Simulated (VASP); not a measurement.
The system is VSi15.

```xyz
16
Lattice="0.0000 5.4370 5.4370 5.4370 0.0000 5.4370 5.4370 5.4370 0.0000" Properties=species:S:1:pos:R:3 pbc="T T T"
V     5.4370    0.0000    5.4370
Si    8.1555    8.1555   10.8628
Si    8.1555   10.8628    8.1555
Si    5.4482    8.1555    8.1555
Si   10.8628    8.1555    8.1555
Si    8.1555    5.4482    8.1555
Si    8.1555    8.1555    5.4482
Si    5.4370    5.4370    5.4370
Si    1.4162    1.4162    1.4162
Si    4.0208    4.0208    1.4162
Si    4.0208    1.4162    4.0208
Si    6.7928    4.0812    4.0812
Si    1.4162    4.0208    4.0208
Si    4.0812    6.7928    4.0812
Si    4.0812    4.0812    6.7928
Si    6.7928    6.7928    6.7928
```

Base run:

| Quantity | Value |
| --- | --- |
| Program | VASP 6.6.1 |
| Functional | PBEsol |
| Potentials or basis | VASP PAW PBE potentials, release 64 (V_sv, Si) |
| Cutoff | 520 eV |
| k mesh | 3 × 3 × 3 |
| Occupations | gaussian, width 0.05 eV |
| Spin | collinear spin |
| Starting moments | [2.16, 0.0, 0.0, 0.0, 0.0, 0.0, 0.0, 0.0, -0.08, -0.08, -0.08, 0.0, -0.08, 0.0, 0.0, 0.0] μB |
| Hubbard terms | V d U = 5.0 eV |

Its results: pressure 1.1 GPa; net moment 0.64 μB per cell; site moments V +0.16; Si +0.00, -0.00, +0.02 (each value once) μB; largest force 0.567 eV/Å.

Question: The run is repeated on the same cell with these changes: spin from collinear spin to collinear spin, ferromagnetic start; moments at the start from [2.16, 0.0, 0.0, 0.0, 0.0, 0.0, 0.0, 0.0 to [1.0, 0.0, 0.0, 0.0, 0.0, 0.0, 0.0, 0.0,. What comes out?

Answer: Pressure 2.0 GPa; net moment 3.42 μB per cell; site moments V +2.74; Si +0.01, +0.00, -0.02 (each value once) μB; largest force 0.235 eV/Å.

Caveats: the PAW data sets were made with another functional, which shifts forces and pressure a little; the U is typed as a test and isn't derived for this compound; a moment this small can come from the mesh or the smearing (at least some runs).
